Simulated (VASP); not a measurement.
# Cu4Si3 (P-43m) in VASP: further runs

The runs below take Cu4Si3 through single point, relaxation of cell and atoms, with PBE.

All numbers are computed with VASP 6.6.1; they aren't measurements. Logs are shortened: lines on timing, memory, paths and dates and some standing lists are left out, and cuts for length are marked.

## (1) The cell of the first run

The structure is cubic, space group P-43m (No. 215). The conventional cell has a = 4.796 Å, b = 4.796 Å, c = 4.796 Å, α = 90.00°, β = 90.00°, γ = 90.00°. Within 3.1 Å of Si (site symmetry -42m) lie 4 Cu at 2.32 Å. Cu (site symmetry 3m) has 3 Si at 2.32 Å and 3 Cu at 2.49 Å within 3.1 Å.

The cell was generated, and may not be a known phase.

## (2) Single point, PBE

Input file INCAR:

```
PREC = Accurate
ENCUT = 520
EDIFF = 1E-6
ISMEAR = 0
SIGMA = 0.1
LREAL = False
LASPH = True
NELM = 100
ALGO = Normal
ISIF = 2
LWAVE = False
LCHARG = True
GGA = PE
LELF = True
LVHAR = True
NBANDS = 37
```

Input file KPOINTS:

```
Automatic mesh
0
Gamma
  4 4 4
```

Input file POSCAR:

```
Cu4Si3
1.0
    4.7964438970      0.0000000000      0.0000000000
    0.0000000000      4.7964438970      0.0000000000
    0.0000000000      0.0000000000      4.7964438970
Si Cu
3 4
Direct
    0.0000000000      0.0000000000      0.5000000000
    0.5000000000      0.0000000000      0.0000000000
    0.0000000000      0.5000000000      0.0000000000
    0.6837538515      0.3162461485      0.3162461485
    0.3162461485      0.6837538515      0.3162461485
    0.3162461485      0.3162461485      0.6837538515
    0.6837538515      0.6837538515      0.6837538515
```

Potentials or basis: VASP PAW PBE potentials, release 64 (Si, Cu).

Command:

```sh
cat potpaw_PBE.64/Si/POTCAR potpaw_PBE.64/Cu/POTCAR > POTCAR
mpirun -np 1 vasp_std > vasp.out
```

OUTCAR:

```text
PREC = Accurate
   ENCUT = 520
   EDIFF = 1E-6
   ISMEAR = 0
   LREAL = False
   LASPH = True
   NELM = 100
   ISIF = 2
   GGA = PE

 ion  position               nearest neighbor table
   1  0.000  0.000  0.500-   4 2.32   5 2.32   6 2.32   7 2.32
   2  0.500  0.000  0.000-   4 2.32   5 2.32   6 2.32   7 2.32
   3  0.000  0.500  0.000-   4 2.32   5 2.32   6 2.32   7 2.32
   4  0.684  0.316  0.316-   1 2.32   2 2.32   3 2.32   5 2.49   6 2.49   7 2.49
   5  0.316  0.684  0.316-   1 2.32   2 2.32   3 2.32   4 2.49   6 2.49   7 2.49
   6  0.316  0.316  0.684-   1 2.32   2 2.32   3 2.32   4 2.49   5 2.49   7 2.49
   7  0.684  0.684  0.684-   1 2.32   2 2.32   3 2.32   4 2.49   5 2.49   6 2.49

  LATTYP: Found a simple cubic cell.
 ALAT       =     4.7964438970

  Lattice vectors:

 A1 = (   4.7964438970,   0.0000000000,   0.0000000000)
 A2 = (   0.0000000000,   4.7964438970,   0.0000000000)
 A3 = (   0.0000000000,   0.0000000000,   4.7964438970)

Analysis of symmetry for initial positions (statically):
=====================================================================
 Subroutine PRICEL returns:
 Original cell was already a primitive cell.

 Routine SETGRP: Setting up the symmetry group for a
 simple cubic supercell.

 Subroutine GETGRP returns: Found 24 space group operations
 (whereof 24 operations were pure point group operations)
 out of a pool of 48 trial point group operations.

The static configuration has the point symmetry T_d .

Analysis of symmetry for dynamics (positions and initial velocities):
=====================================================================
 Subroutine PRICEL returns:
 Original cell was already a primitive cell.

 Routine SETGRP: Setting up the symmetry group for a
 simple cubic supercell.

 Subroutine GETGRP returns: Found 24 space group operations
 (whereof 24 operations were pure point group operations)
 out of a pool of 48 trial point group operations.

The dynamic configuration has the point symmetry T_d .

 Subroutine INISYM returns: Found 24 space group operations
 (whereof 24 operations are pure point group operations),
 and found     1 'primitive' translations

----------------------------------------------------------------------------------------

                                     Primitive cell

  volume of cell :     110.3464

  direct lattice vectors                    reciprocal lattice vectors
[... 87 lines left out ...]
   NFREE  =      0    steps in history (QN), initial steepest desc. (CG)
   ISIF   =      2    stress and relaxation
   ISYM   =      2    0-nonsym 1-usesym 2-fastsym
   POTIM  = 0.5000    time-step for ionic-motion
   TEBEG  =    0.0;   TEEND  =   0.0 temperature during run
   PSTRESS=    0.0 pullay stress
   NELECT =      56.0000    total number of electrons
   NUPDOWN=      -1.0000    fix difference up-down
   EMIN   =  10.00;   EMAX   =-10.00  energy-range for DOS
   EFERMI =   0.00;   METHOD = LEGACY
   ISMEAR =     0;   SIGMA  =   0.10  broadening in eV -4-tet -1-fermi 0-gaus
   EFERMI_NEDOS =   21; number of points for ismear=-14 and -15
   IALGO  =     38    algorithm
   IMIX   =      4    mixing-type and parameters
     AMIX     =   0.40;   BMIX     =  1.00
     AMIX_MAG =   1.60;   BMIX_MAG =  1.00
  volume/ion in A,a.u.               =      15.76       106.38
  Fermi-wavevector in a.u.,A,eV,Ry     =   1.305824  2.467650 23.200349  1.705178
  Thomas-Fermi vector in A             =   2.436668
   LORBIT       =      0    0 simple, 1 ext, 2 COOP (PROOUT), +10 PAW based schemes
   GGA     = PE    functional components
   LHFCALC =     F    Hartree Fock is set to
   AEXX    =    0.0000 exact exchange contribution
   IVDW    =     0    specifies the selected vdW correction
   LEPSILON=     F    determine dielectric tensor
   LRPA    =     F    only Hartree local field effects (RPA)
 non-spin polarized calculation
 Gauss-broadening in eV      SIGMA  =   0.10
  energy-cutoff  :      520.00
  volume of cell :      110.35
 maximum number of plane-waves:      3016
 NGX is ok and might be reduce to    36
   NGX = 17   NGY = 17   NGZ = 17

 number of electron      56.0000014 magnetization

 Free energy of the ion-electron system (eV)
  ---------------------------------------------------
  ext. energy  EPLUGINS =         0.00000000
  ---------------------------------------------------
  free energy    TOTEN  =       -28.54870567 eV

  energy without entropy =      -28.52902290  energy(sigma->0) =      -28.53886428

 E-fermi :   6.5691     XC(G=0): -10.8820

 val. band max:        6.5372958058   @ k =   0.2500   0.0000   0.0000
 cond. band min:       6.6007206858   @ k =   0.2500   0.2500   0.0000
 fundamental gap:      0.0634248801
 Fermi energy:         6.5691494333

 k-point     1 :       0.0000    0.0000    0.0000
  band No.  band energies     occupation
      1      -4.3727      2.00000
      2      -0.3747      2.00000
      3      -0.3747      2.00000
      4       1.3017      2.00000
      5       1.3017      2.00000
      6       1.3017      2.00000
[... 389 lines left out ...]
     36      14.0836      0.00000
     37      14.3221      0.00000

------------------------ aborting loop because EDIFF is reached ----------------------------------------

  FORCE on cell =-STRESS in cart. coord.  units (eV):
  Direction    XX          YY          ZZ          XY          YZ          ZX
  --------------------------------------------------------------------------------------
  -------------------------------------------------------------------------------------
  Total        0.2684335      0.2684335      0.2684335      0.0000000      0.0000000     -0.0000000
  in kB        3.8975275      3.8975275      3.8975275      0.0000000      0.0000000     -0.0000000
  external PRESSURE =       3.8975275 kB  Pullay stress =       0.0000000 kB

 VOLUME and BASIS-vectors are now :
 -----------------------------------------------------------------------------
  energy-cutoff  :      520.00
  volume of cell :      110.35
      direct lattice vectors                 reciprocal lattice vectors
     4.796443897  0.000000000  0.000000000     0.208487793  0.000000000  0.000000000
     0.000000000  4.796443897  0.000000000     0.000000000  0.208487793  0.000000000
     0.000000000  0.000000000  4.796443897     0.000000000  0.000000000  0.208487793

 POSITION                                       TOTAL-FORCE (eV/Angst)
 -----------------------------------------------------------------------------------
      0.00000      0.00000      2.39822         0.000000     -0.000000     -0.000000
      2.39822      0.00000      0.00000         0.000000     -0.000000     -0.000000
      0.00000      2.39822      0.00000         0.000000     -0.000000     -0.000000
      3.27959      1.51686      1.51686        -0.032955      0.032955      0.032955
      1.51686      3.27959      1.51686         0.032955     -0.032955      0.032955
      1.51686      1.51686      3.27959         0.032955      0.032955     -0.032955
      3.27959      3.27959      3.27959        -0.032955     -0.032955     -0.032955
 -----------------------------------------------------------------------------------
    total drift:                                0.000001      0.000001     -0.000000

  FREE ENERGIE OF THE ION-ELECTRON SYSTEM (eV)
  ---------------------------------------------------
  free  energy   TOTEN  =       -28.5487056658 eV

  energy  without entropy=      -28.5290228962  energy(sigma->0) =      -28.53886428
```

stdout:

```text
POSCAR found type information on POSCAR SiCu
 POSCAR found :  2 types and       7 ions
 scaLAPACK will be used
 LDA part: xc-table for (Slater+PW92), standard interpolation
 POSCAR, INCAR and KPOINTS ok, starting setup
 FFT: planning ... GRIDC
 FFT: planning ... GRID_SOFT
 FFT: planning ... GRID
 WAVECAR not read
 entering main loop
```

It took 23 s on 1 thread of Intel Xeon 6975P-C (Granite Rapids), shared host; peak memory 0.21 GiB.

Results:

- Free energy: -28.5487 eV
- Pressure: 0.4 GPa
- Largest force: 0.057 eV/Å
- Band gap on the k mesh: zero (bands 28 and 29 overlap by 1.52 eV)

Forces in eV/Å, atoms in the order of the input:
```
Si   0.000  0.000  0.000
Si   0.000  0.000  0.000
Si   0.000  0.000  0.000
Cu  -0.033  0.033  0.033
Cu   0.033 -0.033  0.033
Cu   0.033  0.033 -0.033
Cu  -0.033 -0.033 -0.033
```

## (3) Relaxation of cell and atoms, PBE

This run uses another cell than the first one, of 14.82 Å³/atom.

Input file INCAR:

```
SYSTEM = Cu4Si3
PREC = Accurate
ENCUT = 600
EDIFF = 1E-7
ISMEAR = 0
SIGMA = 0.1
LREAL = .False.
LASPH = .True.
NELM = 100
ALGO = Normal
ISIF = 3
LWAVE = .False.
LCHARG = .False.
GGA = PE
IBRION = 2
NSW = 90
EDIFFG = -0.04
```

Input file KPOINTS:

```
Automatic mesh
0
Gamma
  4 4 4
  0 0 0
```

Input file POSCAR:

```
Cu4Si3
1.0
    4.6985407000      0.0000000000      0.0000000000
    0.0000000000      4.6985407000      0.0000000000
    0.0000000000      0.0000000000      4.6985407000
Si Cu
3 4
Direct
    0.0000000000      0.0000000000      0.5000000000
    0.5000000000      0.0000000000      0.0000000000
    0.0000000000      0.5000000000      0.0000000000
    0.7237776700      0.2762223300      0.2762223300
    0.2762223300      0.7237776700      0.2762223300
    0.2762223300      0.2762223300      0.7237776700
    0.7237776700      0.7237776700      0.7237776700
```

Potentials or basis: VASP PAW PBE potentials, release 64 (Si, Cu).

Command:

```sh
cat potpaw_PBE.64/Si/POTCAR potpaw_PBE.64/Cu/POTCAR > POTCAR
mpirun -np 1 vasp_std > vasp.out
```

Wall time 3.4 min (1 thread of Intel Xeon 6975P-C (Granite Rapids), shared host); peak memory 0.26 GiB.

The run converged. Its results:

```yaml
Free_energy: -28.5497 eV
Relaxed_volume: 15.81 Å³/atom
Relaxed_cell: a = 4.801 Å, b = 4.801 Å, c = 4.801 Å, α = 90.00°, β = 90.00°, γ = 90.00°
Space_group_after_relaxing_to_0.1_Å: P-43m (No. 215)
Energy_gained_by_relaxing: 443.4 meV/atom
Ionic_steps: 9
Pressure_after_relaxing: 0.2 GPa
Largest_force_after_relaxing: 0.006 eV/Å
Band_gap_on_the_k_mesh: zero (bands 28 and 29 overlap by 1.52 eV)
```

Forces in eV/Å, atoms in the order of the input:
```
Si   0.000  0.000  0.000
Si   0.000  0.000  0.000
Si   0.000  0.000  0.000
Cu  -0.003  0.003  0.003
Cu   0.003 -0.003  0.003
Cu   0.003  0.003 -0.003
Cu  -0.003 -0.003 -0.003
```

The path:
| step | energy change (eV) | largest force (eV/Å) | pressure (GPa) | volume (Å³) |
| --- | --- | --- | --- | --- |
| 1 | 0.0000 | 3.5793 | 23.28 | 103.73 |
| 2 | -1.6153 | 0.4312 | -10.25 | 139.52 |
| 3 | -2.0676 | 1.1594 | -3.89 | 125.75 |
| 4 | -2.0682 | 1.1924 | -3.59 | 125.27 |
| 5 | -2.4715 | 1.1938 | -3.47 | 121.05 |
| 6 | -3.0680 | 0.4734 | 1.77 | 108.97 |
| 7 | -3.0778 | 0.3668 | -0.95 | 112.40 |
| 8 | -3.1031 | 0.0706 | 0.02 | 110.96 |
| 9 | -3.1036 | 0.0060 | 0.22 | 110.68 |

Final structure:
```xyz
7
Lattice="4.8013 0.0000 0.0000 0.0000 4.8013 0.0000 0.0000 0.0000 4.8013" Properties=species:S:1:pos:R:3 pbc="T T T"
Si    0.0000    0.0000    2.4006
Si    2.4006    0.0000    0.0000
Si    0.0000    2.4006    0.0000
Cu    3.2810    1.5203    1.5203
Cu    1.5203    3.2810    1.5203
Cu    1.5203    1.5203    3.2810
Cu    3.2810    3.2810    3.2810
```

Levels at points of the mesh, in eV from the Fermi level:
```
           k point  band 26  band 27  band 28  band 29  band 30  band 31
(0.00, 0.00, 0.00)    -2.61    -2.61     1.16     1.16     1.16     2.27
(0.50, 0.00, 0.00)    -1.65    -1.35    -0.36    -0.36    -0.09     1.86
(0.50, 0.50, 0.00)    -0.99    -0.99    -0.75     0.06     0.06     0.58
(0.50, 0.50, 0.50)    -3.11    -3.11    -2.95     3.63     3.63     3.63
```

The gap in the log of VASP goes by the Fermi energy; the results here count the filled bands.